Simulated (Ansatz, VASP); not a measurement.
One calculation of Pt, two programs

```
Pt
1.0
     0.00000    2.38394    1.45420
     2.38394    0.00000    1.45420
     2.38394    2.38394    0.00000
Pt
1
Direct
  0.00000 0.00000 0.00000
```

Alike in both runs: task single point; functional LDA; k mesh 22 × 22 × 22; occupations gaussian, width 0.15 eV; no spin polarisation.

|  | VASP | Ansatz |
| --- | --- | --- |
| version | VASP 6.6.1 | Ansatz 0.2.0 |
| potentials or method | VASP PAW LDA potentials, release 64 (Pt), cutoff 520 eV | scalar-relativistic, plane waves, PAW |
| valence electrons in the cell | 10 | 18 |

Ansatz gave:

| Property | Result |
| --- | --- |
| gap on the k mesh at the Fermi level (eV) | none |
| pressure (GPa) | -23.9 |
| traceless stress, the component that is largest in VASP (GPa) | -7.35 |

Problem. Which values does VASP return?

Solution. gap on the k mesh at the Fermi level (eV): none; pressure (GPa): -23.4; traceless stress, the component that is largest in VASP (GPa): -7.09.

LDA's correlation is that of Perdew and Zunger in VASP and of Perdew and Wang (1992) in Ansatz. A gap of «none» marks a metal or a gap that the smearing closes. VASP's potentials hold 10 valence electrons a cell and Ansatz's 18, so a difference there can come from the potentials and not from the codes.

Spin-orbit coupling is off throughout.
